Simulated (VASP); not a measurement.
# Rb2PdO2 (I4/mmm) in VASP: relaxation of cell and atoms with PBE+U

Aim: the relaxation of cell and atoms of Rb2PdO2 with PBE+U.

Everything below comes from runs of VASP 6.6.1. Logs are shortened: lines on timing, memory, paths and dates and some standing lists are left out, and cuts for length are marked.

## 1. The cell of the first run

The structure is tetragonal, space group I4/mmm (No. 139). The conventional cell has a = 4.276 Å, b = 4.276 Å, c = 13.494 Å, α = 90.00°, β = 90.00°, γ = 90.00°. Within 4.0 Å of Rb (site symmetry 4mm) lie 5 O at 2.94 to 3.05 Å and 4 Pd at 3.68 Å and 4 Rb at 3.97 Å. Within 2.3 Å of O (site symmetry 4mm) lie 1 Pd at 1.72 Å. Within 2.3 Å of Pd (site symmetry 4/mmm) lie 2 O at 1.72 Å.

## 2. Relaxation of cell and atoms, PBE+U

Input file INCAR:

```
SYSTEM = Rb2PdO2
PREC = Accurate
ENCUT = 700
EDIFF = 1E-7
ISMEAR = -1
SIGMA = 0.1
LREAL = .FALSE.
LASPH = .TRUE.
NELM = 200
ALGO = Normal
ISIF = 3
LWAVE = .FALSE.
LCHARG = .FALSE.
LMAXMIX = 4
LDAU = .TRUE.
LDAUTYPE = 2
LDAUL = -1 -1 2
LDAUU = 0 0 1
LDAUJ = 0 0 0
LDAUPRINT = 1
GGA = PE
IBRION = 2
NSW = 60
EDIFFG = -0.005
GGA_COMPAT = .FALSE.
NELMIN = 4
```

Input file KPOINTS:

```
Automatic mesh
0
G
  5 5 5
  0 0 0
```

Input file POSCAR:

```
Rb2PdO2
1.0
    0.0000000000      4.2762690000      0.0000000000
    4.2762690000      0.0000000000      0.0000000000
    2.1381350000      2.1381350000     -6.7469800000
Rb O Pd
2 2 1
Direct
    0.3451000000      0.3451000000      0.3098000000
    0.6549000000      0.6549000000      0.6902000000
    0.1273000000      0.1273000000      0.7454000000
    0.8727000000      0.8727000000      0.2546000000
    0.0000000000      0.0000000000      0.0000000000
```

Potentials or basis: VASP PAW PBE potentials, release 64 (Rb_sv, O, Pd_sv_GW).

Command:

```console
$ cat potpaw_PBE.64/Rb_sv/POTCAR potpaw_PBE.64/O/POTCAR potpaw_PBE.64/Pd_sv_GW/POTCAR > POTCAR
$ mpirun -np 1 vasp_std > vasp.out
```

OUTCAR:

```text
SYSTEM = Rb2PdO2
   PREC = Accurate
   ENCUT = 700
   EDIFF = 1E-7
   ISMEAR = -1
   LREAL = .FALSE.
   LASPH = .TRUE.
   NELM = 200
   ISIF = 3
   GGA = PE
   IBRION = 2
   NSW = 60
   EDIFFG = -0.005
   NELMIN = 4

 ion  position               nearest neighbor table
   1  0.345  0.345  0.310-   3 2.94   4 3.05   4 3.05   4 3.05   4 3.05   5 3.68   5 3.68   5 3.68
                             5 3.68   2 3.97   2 3.97   2 3.97   2 3.97   2 4.18
   2  0.655  0.655  0.690-   4 2.94   3 3.05   3 3.05   3 3.05   3 3.05   5 3.68   5 3.68   5 3.68
                             5 3.68   1 3.97   1 3.97   1 3.97   1 3.97   1 4.18
   3  0.127  0.127  0.745-   5 1.72   1 2.94   2 3.05   2 3.05   2 3.05   2 3.05
   4  0.873  0.873  0.255-   5 1.72   2 2.94   1 3.05   1 3.05   1 3.05   1 3.05
   5  0.000  0.000  0.000-   3 1.72   4 1.72   2 3.68   1 3.68   2 3.68   1 3.68   1 3.68   2 3.68
                             2 3.68   1 3.68

  LATTYP: Found a body centered tetragonal cell.
 ALAT       =     4.2762690000
 C/A-ratio  =     3.1555451727

  Lattice vectors:

 A1 = (  -2.1381350000,   2.1381340000,   6.7469800000)
 A2 = (   2.1381340000,  -2.1381350000,   6.7469800000)
 A3 = (   2.1381350000,   2.1381350000,  -6.7469800000)

Analysis of symmetry for initial positions (statically):
=====================================================================
 Subroutine PRICEL returns:
 Original cell was already a primitive cell.

 Routine SETGRP: Setting up the symmetry group for a
 body centered tetragonal supercell.

 Subroutine GETGRP returns: Found 16 space group operations
 (whereof 16 operations were pure point group operations)
 out of a pool of 16 trial point group operations.

The static configuration has the point symmetry D_4h.

Analysis of symmetry for dynamics (positions and initial velocities):
=====================================================================
 Subroutine PRICEL returns:
 Original cell was already a primitive cell.

 Routine SETGRP: Setting up the symmetry group for a
 body centered tetragonal supercell.

 Subroutine GETGRP returns: Found 16 space group operations
 (whereof 16 operations were pure point group operations)
 out of a pool of 16 trial point group operations.

The dynamic configuration has the point symmetry D_4h.

 Subroutine INISYM returns: Found 16 space group operations
 (whereof 16 operations are pure point group operations),
 and found     1 'primitive' translations

----------------------------------------------------------------------------------------

                                     Primitive cell

  volume of cell :     123.3785

  direct lattice vectors                    reciprocal lattice vectors
     0.000000000  4.276269000  0.000000000     0.000000000  0.233848713  0.074107248
     4.276269000  0.000000000  0.000000000     0.233848713  0.000000000  0.074107248
     2.138135000  2.138135000 -6.746980000     0.000000000  0.000000000 -0.148214460

  length of vectors
     4.276269000  4.276269000  7.393577056     0.245310221  0.245310221  0.148214460

  position of ions in fractional coordinates (direct lattice)
     0.345100000  0.345100000  0.309800000
     0.654900000  0.654900000  0.690200000
     0.127300000  0.127300000  0.745400000
     0.872700000  0.872700000  0.254600000
     0.000000000  0.000000000  0.000000000

  ion indices of the primitive-cell ions
   primitive index   ion index
                 1           1
                 2           2
                 3           3
                 4           4
                 5           5

----------------------------------------------------------------------------------------

 KPOINTS: Automatic mesh

Automatic generation of k-mesh.
 Grid dimensions read from file:
 generate k-points for:    5    5    5

[... 72 lines left out ...]
   EFERMI_NEDOS =   21; number of points for ismear=-14 and -15
   IALGO  =     38    algorithm
   IMIX   =      4    mixing-type and parameters
     AMIX     =   0.40;   BMIX     =  1.00
     AMIX_MAG =   1.60;   BMIX_MAG =  1.00
  volume/ion in A,a.u.               =      24.68       166.52
  Fermi-wavevector in a.u.,A,eV,Ry     =   1.195112  2.258435 19.433115  1.428294
  Thomas-Fermi vector in A             =   2.331086
   LORBIT       =      0    0 simple, 1 ext, 2 COOP (PROOUT), +10 PAW based schemes
 LDA+U is selected, type is set to LDAUTYPE =  2
   angular momentum for each species LDAUL =    -1   -1    2
   U (eV)           for each species LDAUU =   0.0  0.0  1.0
   J (eV)           for each species LDAUJ =   0.0  0.0  0.0
   GGA     = PE    functional components
   LHFCALC =     F    Hartree Fock is set to
   AEXX    =    0.0000 exact exchange contribution
   IVDW    =     0    specifies the selected vdW correction
   LEPSILON=     F    determine dielectric tensor
   LRPA    =     F    only Hartree local field effects (RPA)
 conjugate gradient relaxation of ions
 non-spin polarized calculation
  energy-cutoff  :      700.00
  volume of cell :      123.38
 maximum number of plane-waves:      5207
 NGX is ok and might be reduce to    40
   NGX = 19   NGY = 19   NGZ = 31

--------------------------------------- Ionic step        1  -------------------------------------------

 number of electron      48.0000007 magnetization

 Free energy of the ion-electron system (eV)
  ---------------------------------------------------
  ext. energy  EPLUGINS =         0.00000000
  ---------------------------------------------------
  free energy    TOTEN  =       -18.13732830 eV

  energy without entropy =      -17.88196826  energy(sigma->0) =      -18.00964828

------------------------ aborting loop because EDIFF is reached ----------------------------------------

  FORCE on cell =-STRESS in cart. coord.  units (eV):
  Direction    XX          YY          ZZ          XY          YZ          ZX
  --------------------------------------------------------------------------------------
  -------------------------------------------------------------------------------------
  Total       -0.1505752     -0.1505752     18.2965157      0.0000000     -0.0000014     -0.0000014
  in kB       -1.9553499     -1.9553499    237.5962149      0.0000000     -0.0000176     -0.0000176
  external PRESSURE =      77.8951717 kB  Pullay stress =       0.0000000 kB
[... 65 lines left out ...]
--------------------------------------- Ionic step        3  -------------------------------------------

 number of electron      48.0000001 magnetization

 E-fermi :  -0.1638     XC(G=0):  -7.9968

 val. band max:       -0.1665015008   @ k =   0.4000   0.2000   0.0000
 cond. band min:      -0.1623425005   @ k =  -0.4000   0.4000   0.0000
 fundamental gap:      0.0041590003
 Fermi energy:        -0.1637953393

 k-point     1 :       0.0000    0.0000    0.0000
  band No.  band energies     occupation
      1     -83.6460      2.00000
      2     -49.7524      2.00000
      3     -49.1577      2.00000
      4     -49.1577      2.00000
      5     -25.7928      2.00000
      6     -25.7536      2.00000
[... 579 lines left out ...]
  FREE ENERGIE OF THE ION-ELECTRON SYSTEM (eV)
  ---------------------------------------------------
  free  energy   TOTEN  =       -18.0741895396 eV

  energy  without entropy=      -17.7823660761  energy(sigma->0) =      -17.92827781

[... ionic steps 4 to 17 ...]

--------------------------------------- Ionic step       18  -------------------------------------------

 number of electron      48.0000010 magnetization

------------------------ aborting loop because EDIFF is reached ----------------------------------------
[... 67 lines left out ...]
  FREE ENERGIE OF THE ION-ELECTRON SYSTEM (eV)
  ---------------------------------------------------
  free  energy   TOTEN  =       -18.8863504034 eV

  energy  without entropy=      -18.6090541817  energy(sigma->0) =      -18.74770229

atom =   5  type =  3  l = 2

 onsite density matrix

spin component  1

  0.8319 -0.0000 -0.0000 -0.0000 -0.0000
 -0.0000  0.6735 -0.0000  0.0000  0.0000
 -0.0000 -0.0000  0.6522 -0.0000  0.0000
 -0.0000  0.0000 -0.0000  0.6735 -0.0000
 -0.0000  0.0000  0.0000 -0.0000  0.8335

spin component  2

  0.8319 -0.0000 -0.0000 -0.0000 -0.0000
 -0.0000  0.6735 -0.0000  0.0000  0.0000
 -0.0000 -0.0000  0.6522 -0.0000  0.0000
 -0.0000  0.0000 -0.0000  0.6735 -0.0000
 -0.0000  0.0000  0.0000 -0.0000  0.8335

 occupancies and eigenvectors

  o =  0.6522  v = -0.0000 -0.0000 -1.0000 -0.0000  0.0000  0.0000  0.0000  0.0000  0.0000  0.0000      0.0000  0.0000  0.0000  0.0000  0.0000  0.0000  0.0000  0.0000  0.0000  0.0000
  o =  0.6522  v =  0.0000  0.0000  0.0000  0.0000  0.0000 -0.0000 -0.0000 -1.0000 -0.0000  0.0000      0.0000  0.0000  0.0000  0.0000  0.0000  0.0000  0.0000  0.0000  0.0000  0.0000
  o =  0.6735  v =  0.0000 -0.7066 -0.0000  0.7076  0.0000  0.0000  0.0000  0.0000  0.0000  0.0000      0.0000  0.0000  0.0000  0.0000  0.0000  0.0000  0.0000  0.0000  0.0000  0.0000
  o =  0.6735  v =  0.0000  0.0000  0.0000  0.0000  0.0000  0.0000 -0.7066 -0.0000  0.7076  0.0000      0.0000  0.0000  0.0000  0.0000  0.0000  0.0000  0.0000  0.0000  0.0000  0.0000
  o =  0.6735  v = -0.0000 -0.7076  0.0000 -0.7066  0.0000  0.0000  0.0000  0.0000  0.0000  0.0000      0.0000  0.0000  0.0000  0.0000  0.0000  0.0000  0.0000  0.0000  0.0000  0.0000
  o =  0.6735  v =  0.0000  0.0000  0.0000  0.0000  0.0000 -0.0000 -0.7076  0.0000 -0.7066  0.0000      0.0000  0.0000  0.0000  0.0000  0.0000  0.0000  0.0000  0.0000  0.0000  0.0000
  o =  0.8319  v = -1.0000  0.0000 -0.0000  0.0000 -0.0000  0.0000  0.0000  0.0000  0.0000  0.0000      0.0000  0.0000  0.0000  0.0000  0.0000  0.0000  0.0000  0.0000  0.0000  0.0000
  o =  0.8319  v =  0.0000  0.0000  0.0000  0.0000  0.0000 -1.0000  0.0000 -0.0000  0.0000 -0.0000      0.0000  0.0000  0.0000  0.0000  0.0000  0.0000  0.0000  0.0000  0.0000  0.0000
  o =  0.8335  v =  0.0000  0.0000  0.0000  0.0000  0.0000 -0.0000  0.0000  0.0000 -0.0000  1.0000      0.0000  0.0000  0.0000  0.0000  0.0000  0.0000  0.0000  0.0000  0.0000  0.0000
  o =  0.8335  v = -0.0000  0.0000  0.0000 -0.0000  1.0000  0.0000  0.0000  0.0000  0.0000  0.0000      0.0000  0.0000  0.0000  0.0000  0.0000  0.0000  0.0000  0.0000  0.0000  0.0000

--------------------------------------- Ionic step       20  -------------------------------------------

 number of electron      48.0000010 magnetization

 Free energy of the ion-electron system (eV)
  ---------------------------------------------------
  ext. energy  EPLUGINS =         0.00000000
  ---------------------------------------------------
  free energy    TOTEN  =       -18.88636681 eV

  energy without entropy =      -18.60917188  energy(sigma->0) =      -18.74776935

 E-fermi :   0.8130     XC(G=0):  -8.4135

 val. band max:        0.8128548530   @ k =  -0.4000   0.2000   0.0000
 cond. band min:       0.8133969515   @ k =  -0.2000   0.0000   0.2000
 fundamental gap:      0.0005420985
 Fermi energy:         0.8130070515

 k-point     1 :       0.0000    0.0000    0.0000
  band No.  band energies     occupation
      1     -83.5014      2.00000
      2     -49.7578      2.00000
      3     -48.9340      2.00000
      4     -48.9340      2.00000
      5     -25.2823      2.00000
      6     -25.2199      2.00000
[... 579 lines left out ...]
  FREE ENERGIE OF THE ION-ELECTRON SYSTEM (eV)
  ---------------------------------------------------
  free  energy   TOTEN  =       -18.8863668134 eV

  energy  without entropy=      -18.6091718844  energy(sigma->0) =      -18.74776935

 reached required accuracy - stopping structural energy minimisation
```

Wall time 26 min (1 thread of Intel Xeon Platinum 8488C (Sapphire Rapids), shared host); peak memory 0.42 GiB.

What came out:

```yaml
Free_energy: -18.8864 eV
Relaxed_volume: 24.73 Å³/atom
Relaxed_cell: a = 4.240 Å, b = 4.240 Å, c = 7.503 Å, α = 73.59°, β = 73.59°, γ = 90.00°
Space_group_after_relaxing_to_0.1_Å: I4/mmm (No. 139)
Energy_gained_by_relaxing: 149.8 meV/atom
Ionic_steps: 20
Pressure_after_relaxing: 0.0 GPa
Largest_force_after_relaxing: 0.004 eV/Å
Band_gap_on_the_k_mesh: zero (bands 24 and 25 overlap by 0.14 eV)
```

Forces on the atoms (eV/Å):
```
Rb   0.000  0.000 -0.004
Rb   0.000  0.000  0.004
O    0.000  0.000  0.000
O    0.000  0.000  0.000
Pd   0.000  0.000  0.000
```

Step by step:
```
step  energy change (eV)  largest force (eV/Å)  pressure (GPa)  volume (Å³)
   1              0.0000                5.5926            7.79       123.38
   2              1.3337                2.5580           -6.31       144.74
   3              0.0631                2.4156           -5.57       136.70
   4             -0.5203                1.5327           -3.76       132.04
   5             -0.6519                1.5737            1.70       126.04
   6             -0.7210                0.2054           -1.33       128.70
   7             -0.7274                0.1250           -0.80       128.15
   8             -0.7276                0.1579           -0.70       128.05
   9             -0.7369                0.1408           -0.44       126.36
  10             -0.7456                0.1007            0.26       122.36
  11             -0.7457                0.1034            0.21       122.63
  12             -0.7453                0.1581           -0.22       122.87
  13             -0.7463                0.0541            0.02       122.73
  14             -0.7470                0.0461            0.02       122.86
  15             -0.7485                0.0216            0.01       123.25
  16             -0.7485                0.0289            0.00       124.01
  17             -0.7490                0.0071            0.01       123.62
  18             -0.7490                0.0076            0.01       123.64
  19             -0.7490                0.0181           -0.04       123.69
  20             -0.7490                0.0040           -0.01       123.65
```

Final structure:
```
CELL_PARAMETERS angstrom
0.00000 4.24016 0.00000
4.24016 0.00000 0.00000
2.12008 2.12008 -6.87766
ATOMIC_POSITIONS crystal
Rb 0.34888 0.34888 0.30224
Rb 0.65112 0.65112 0.69776
O 0.13618 0.13618 0.72764
O 0.86382 0.86382 0.27236
Pd 0.00000 0.00000 0.00000
```

Levels at points of the mesh, in eV from the Fermi level:
```tsv
k point	band 22	band 23	band 24	band 25	band 26	band 27
(0.00, 0.00, 0.00)	-1.91	-1.31	0.09	0.09	2.89	4.82
```

Eigenvalues of the final occupation matrices:
```csv
site,spin,trace,eigenvalues
site 5 d,1,3.66,0.65 0.67 0.67 0.83 0.83
site 5 d,2,3.66,0.65 0.67 0.67 0.83 0.83
```

Caveat: U without spin polarisation on a metal has little footing.
